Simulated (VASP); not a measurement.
# MgB2 (P6/mmm) in VASP: a series of runs

Runs on MgB2. Level: LDA. Tasks: single point.

Program: VASP 6.6.1. These are calculated values, not measurements. Logs are shortened: lines on timing, memory, paths and dates and some standing lists are left out, and cuts for length are marked.

### Step 1. The cell of the first run

The structure is hexagonal, space group P6/mmm (No. 191). The conventional cell has a = 3.022 Å, b = 3.022 Å, c = 3.451 Å, α = 90.00°, β = 90.00°, γ = 120.00°. Within 3.2 Å of Mg (site symmetry 6/mmm) lie 12 B at 2.45 Å and 6 Mg at 3.02 Å. Within 2.3 Å of B (site symmetry -6m2) lie 3 B at 1.74 Å.

### Step 2. Single point, LDA (volume scaled by 0.94)

Input file INCAR:

```
SYSTEM = MgB2
ALGO = Normal
EDIFF = 1E-6
ENCUT = 520
GGA = CA
ISIF = 2
ISMEAR = -1
LASPH = .True.
LCHARG = .False.
LREAL = .False.
LWAVE = .False.
NBANDS = 11
NELM = 60
PREC = Accurate
SIGMA = 0.05
```

Input file KPOINTS:

```
k-points
0
Gamma
  15 15 12
  0 0 0
```

Input file POSCAR:

```
MgB2
1.0
    3.0220238365      0.0000000000      0.0000000000
   -1.5110119183      2.6171494133      0.0000000000
    0.0000000000      0.0000000000      3.4510818610
Mg B
1 2
Direct
    0.0000000000      0.0000000000      0.0000000000
    0.3333333333      0.6666666667      0.5000000000
    0.6666666667      0.3333333333      0.5000000000
```

Potentials or basis: VASP PAW LDA potentials, release 64 (Mg, B).

On the command line:

```bash
$ cat potpaw_LDA.64/Mg/POTCAR potpaw_LDA.64/B/POTCAR > POTCAR
$ mpirun -np 1 vasp_std > vasp.out
```

OUTCAR:

```text
SYSTEM = MgB2
   EDIFF = 1E-6
   ENCUT = 520
   GGA = CA
   ISIF = 2
   ISMEAR = -1
   LASPH = .True.
   LREAL = .False.
   NELM = 60
   PREC = Accurate

 ion  position               nearest neighbor table
   1  0.000  0.000  0.000-   2 2.45   3 2.45   2 2.45   3 2.45   3 2.45   3 2.45   2 2.45   2 2.45
                             3 2.45   3 2.45   2 2.45   2 2.45
   2  0.333  0.667  0.500-   3 1.74   3 1.74   3 1.74   1 2.45   1 2.45   1 2.45   1 2.45   1 2.45
                             1 2.45
   3  0.667  0.333  0.500-   2 1.74   2 1.74   2 1.74   1 2.45   1 2.45   1 2.45   1 2.45   1 2.45
                             1 2.45

  LATTYP: Found a hexagonal cell.
 ALAT       =     3.0220238365
 C/A-ratio  =     1.1419770484

  Lattice vectors:

 A1 = (   3.0220238365,   0.0000000000,   0.0000000000)
 A2 = (  -1.5110119183,   2.6171494133,   0.0000000000)
 A3 = (   0.0000000000,   0.0000000000,   3.4510818610)

Analysis of symmetry for initial positions (statically):
=====================================================================
 Subroutine PRICEL returns:
 Original cell was already a primitive cell.

 Routine SETGRP: Setting up the symmetry group for a
 hexagonal supercell.

 Subroutine GETGRP returns: Found 24 space group operations
 (whereof 24 operations were pure point group operations)
 out of a pool of 24 trial point group operations.

The static configuration has the point symmetry D_6h.

Analysis of symmetry for dynamics (positions and initial velocities):
=====================================================================
 Subroutine PRICEL returns:
 Original cell was already a primitive cell.

 Routine SETGRP: Setting up the symmetry group for a
 hexagonal supercell.

 Subroutine GETGRP returns: Found 24 space group operations
 (whereof 24 operations were pure point group operations)
 out of a pool of 24 trial point group operations.

The dynamic configuration has the point symmetry D_6h.

 Subroutine INISYM returns: Found 24 space group operations
 (whereof 24 operations are pure point group operations),
 and found     1 'primitive' translations

----------------------------------------------------------------------------------------

                                     Primitive cell

  volume of cell :      27.2949

  direct lattice vectors                    reciprocal lattice vectors
     3.022023836  0.000000000  0.000000000     0.330904074  0.191047556  0.000000000
    -1.511011918  2.617149413  0.000000000     0.000000000  0.382095113  0.000000000
     0.000000000  0.000000000  3.451081861     0.000000000  0.000000000  0.289764207

  length of vectors
     3.022023836  3.022023837  3.451081861     0.382095113  0.382095113  0.289764207

  position of ions in fractional coordinates (direct lattice)
     0.000000000  0.000000000  0.000000000
     0.333333333  0.666666667  0.500000000
     0.666666667  0.333333333  0.500000000

  ion indices of the primitive-cell ions
   primitive index   ion index
                 1           1
                 2           2
                 3           3

----------------------------------------------------------------------------------------

 KPOINTS: k-points

Automatic generation of k-mesh.
 Grid dimensions read from file:
 generate k-points for:   15   15   12

 Generating k-lattice:

  Cartesian coordinates                     Fractional coordinates (reciprocal lattice)
     0.022060272  0.012736504  0.000000000     0.066666667  0.000000000  0.000000000
     0.000000000  0.025473008  0.000000000     0.000000000  0.066666667  0.000000000
     0.000000000  0.000000000  0.024147017     0.000000000  0.000000000  0.083333333

  Length of vectors
     0.025473008  0.025473008  0.024147017

  Shift w.r.t. Gamma in fractional coordinates (k-lattice)
     0.000000000  0.000000000  0.000000000

 Subroutine IBZKPT returns following result:
 ===========================================

 Found    189 irreducible k-points:

 Following reciprocal coordinates:
            Coordinates               Weight
  0.000000  0.000000  0.000000      1.000000
  0.066667 -0.000000  0.000000      6.000000
  0.133333 -0.000000  0.000000      6.000000
  0.200000  0.000000  0.000000      6.000000
  0.266667 -0.000000  0.000000      6.000000
  0.333333  0.000000  0.000000      6.000000
[... 16 lines left out ...]
  0.333333  0.200000  0.000000     12.000000
  0.400000  0.200000  0.000000      6.000000
 [... further k-points ...]
   k-points           NKPTS =    189   k-points in BZ     NKDIM =    189   number of bands    NBANDS=     11
   number of dos      NEDOS =    301   number of ions     NIONS =      3
   total plane-waves  NPLWV =  16128
   dimension x,y,z NGX =    24 NGY =   24 NGZ =   28
   dimension x,y,z NGXF=    48 NGYF=   48 NGZF=   56
   ions per type =               1   2
   NGX,Y,Z   is equivalent  to a cutoff of  13.20, 13.20, 13.49 a.u.
   NGXF,Y,Z  is equivalent  to a cutoff of  26.41, 26.41, 26.98 a.u.
 SYSTEM =  MgB2
   PREC   = accura    normal or accurate (medium, high low for compatibility)
   ISTART =      0    job   : 0-new  1-cont  2-samecut
   ICHARG =      2    charge: 1-file 2-atom 10-const
   ISPIN  =      1    spin polarized calculation?
   LNONCOLLINEAR =      F non collinear calculations
   LSORBIT =      F    spin-orbit coupling
   LASPH  =      T    aspherical Exc in radial PAW
   ENCUT  =  520.0 eV  38.22 Ry    6.18 a.u.   5.62  5.62  6.42*2*pi/ulx,y,z
   NELM   =     60;   NELMIN=  2; NELMDL= -5     # of ELM steps
   EDIFF  = 0.1E-05   stopping-criterion for ELM
   LREAL  =      F    real-space projection
   EDIFFG = 0.1E-04   stopping-criterion for IOM
   NSW    =      0    number of steps for IOM
   IBRION =     -1    ionic relax: 0-MD 1-quasi-New 2-CG
   NFREE  =      0    steps in history (QN), initial steepest desc. (CG)
   ISIF   =      2    stress and relaxation
   ISYM   =      2    0-nonsym 1-usesym 2-fastsym
   POTIM  = 0.5000    time-step for ionic-motion
   TEBEG  =    0.0;   TEEND  =   0.0 temperature during run
   PSTRESS=    0.0 pullay stress
   NELECT =       8.0000    total number of electrons
   NUPDOWN=      -1.0000    fix difference up-down
   EMIN   =  10.00;   EMAX   =-10.00  energy-range for DOS
   EFERMI =   0.00;   METHOD = LEGACY
   ISMEAR =    -1;   SIGMA  =   0.05  broadening in eV -4-tet -1-fermi 0-gaus
   EFERMI_NEDOS =   21; number of points for ismear=-14 and -15
   IALGO  =     38    algorithm
   IMIX   =      4    mixing-type and parameters
     AMIX     =   0.40;   BMIX     =  1.00
     AMIX_MAG =   1.60;   BMIX_MAG =  1.00
  volume/ion in A,a.u.               =       9.10        61.40
  Fermi-wavevector in a.u.,A,eV,Ry     =   1.087454  2.054990 16.089657  1.182556
  Thomas-Fermi vector in A             =   2.223614
   LORBIT       =      0    0 simple, 1 ext, 2 COOP (PROOUT), +10 PAW based schemes
   GGA     = CA    functional components
   LHFCALC =     F    Hartree Fock is set to
   AEXX    =    0.0000 exact exchange contribution
   IVDW    =     0    specifies the selected vdW correction
   LEPSILON=     F    determine dielectric tensor
   LRPA    =     F    only Hartree local field effects (RPA)
 non-spin polarized calculation
  energy-cutoff  :      520.00
  volume of cell :       27.29
 maximum number of plane-waves:       753
 NGX is ok and might be reduce to    24
   NGX = 11   NGY = 11   NGZ = 13

 number of electron       8.0000000 magnetization

 Free energy of the ion-electron system (eV)
  ---------------------------------------------------
  ext. energy  EPLUGINS =         0.00000000
  ---------------------------------------------------
  free energy    TOTEN  =       -17.28894335 eV

  energy without entropy =      -17.28267728  energy(sigma->0) =      -17.28581031

 E-fermi :   5.6549     XC(G=0): -11.3418

 val. band max:        5.6421653405   @ k =   0.0667   0.0667   0.2500
 cond. band min:       5.6603602499   @ k =   0.0667  -0.0000   0.0000
 fundamental gap:      0.0181949094
 Fermi energy:         5.6548997192

 k-point     1 :       0.0000    0.0000    0.0000
  band No.  band energies     occupation
      1      -6.9939      2.00000
      2       2.6140      2.00000
      3       6.0615      0.00059
      4       6.0615      0.00059
      5       7.4684      0.00000
      6      12.2065      0.00000
      7      12.2065      0.00000
      8      14.5666      0.00000
      9      16.0302      0.00000
     10      18.8828      0.00000
     11      22.2341      0.00000

 k-point     2 :       0.0667   -0.0000    0.0000
  band No.  band energies     occupation
      1      -6.9141      2.00000
      2       2.6917      2.00000
      3       5.6604      0.94545
      4       5.8652      0.02939
      5       7.5339      0.00000
      6      12.1867      0.00000
      7      12.5655      0.00000
      8      14.6948      0.00000
      9      15.7404      0.00000
     10      19.2726      0.00000
     11      21.9055      0.00000

 k-point     3 :       0.1333   -0.0000    0.0000
  band No.  band energies     occupation
      1      -6.6755      2.00000
      2       2.9239      2.00000
      3       4.6423      2.00000
      4       5.3914      1.98977
      5       7.7430      0.00000
      6      12.0112      0.00000
      7      13.5227      0.00000
      8      14.9337      0.00000
      9      15.0548      0.00000
     10      20.3101      0.00000
     11      21.2335      0.00000
[... 267 lines left out ...]
 k-point    23 :       0.3333    0.2000    0.0000
  band No.  band energies     occupation
      1      -3.2330      2.00000
      2      -1.0028      2.00000
      3       1.2254      2.00000
      4       6.0542      0.00068
      5       8.9868      0.00000
      6      10.9585      0.00000
      7      12.3031      0.00000
      8      14.2882      0.00000
      9      15.6895      0.00000
     10      18.0879      0.00000
     11      19.0159      0.00000

 k-point    24 :       0.4000    0.2000    0.0000
  band No.  band energies     occupation
      1      -2.4534      2.00000
      2      -1.8832      2.00000
      3       1.1329      2.00000
      4       6.4584      0.00000
      5       8.4952      0.00000
      6      11.5710      0.00000
      7      11.7753      0.00000
      8      14.2448      0.00000
      9      15.5368      0.00000
     10      18.0685      0.00000
     11      20.0845      0.00000

 [... further k-points ...]
[... 5 lines left out ...]
  --------------------------------------------------------------------------------------
  -------------------------------------------------------------------------------------
  Total        0.2908593      0.2908593      0.0628001     -0.0000000     -0.0000000      0.0000000
  in kB       17.0730772     17.0730772      3.6862885     -0.0000000     -0.0000000      0.0000000
  external PRESSURE =      12.6108143 kB  Pullay stress =       0.0000000 kB

 VOLUME and BASIS-vectors are now :
 -----------------------------------------------------------------------------
  energy-cutoff  :      520.00
  volume of cell :       27.29
      direct lattice vectors                 reciprocal lattice vectors
     3.022023836  0.000000000  0.000000000     0.330904074  0.191047556  0.000000000
    -1.511011918  2.617149413  0.000000000     0.000000000  0.382095113  0.000000000
     0.000000000  0.000000000  3.451081861     0.000000000  0.000000000  0.289764207

 POSITION                                       TOTAL-FORCE (eV/Angst)
 -----------------------------------------------------------------------------------
      0.00000      0.00000      0.00000        -0.000000      0.000000      0.000000
     -0.00000      1.74477      1.72554        -0.000000      0.000000     -0.000000
      1.51101      0.87238      1.72554         0.000000     -0.000000      0.000000
 -----------------------------------------------------------------------------------
    total drift:                                0.000000     -0.000000     -0.000000

  FREE ENERGIE OF THE ION-ELECTRON SYSTEM (eV)
  ---------------------------------------------------
  free  energy   TOTEN  =       -17.2889433487 eV

  energy  without entropy=      -17.2826772760  energy(sigma->0) =      -17.28581031
```

Run time: 27 s. Hardware: 1 thread of Intel Xeon Platinum 8259CL at 2.50GHz (Skylake/Cascade Lake), shared host; peak memory 0.18 GiB.

What came out:

```
Free energy            : -17.2889 eV
Pressure               : 1.3 GPa
Band gap on the k mesh : zero (band 4 reaches 7.51 eV, above the bottom of band 5 at 3.56 eV)
```

(Part 1 of 2 ends here.)
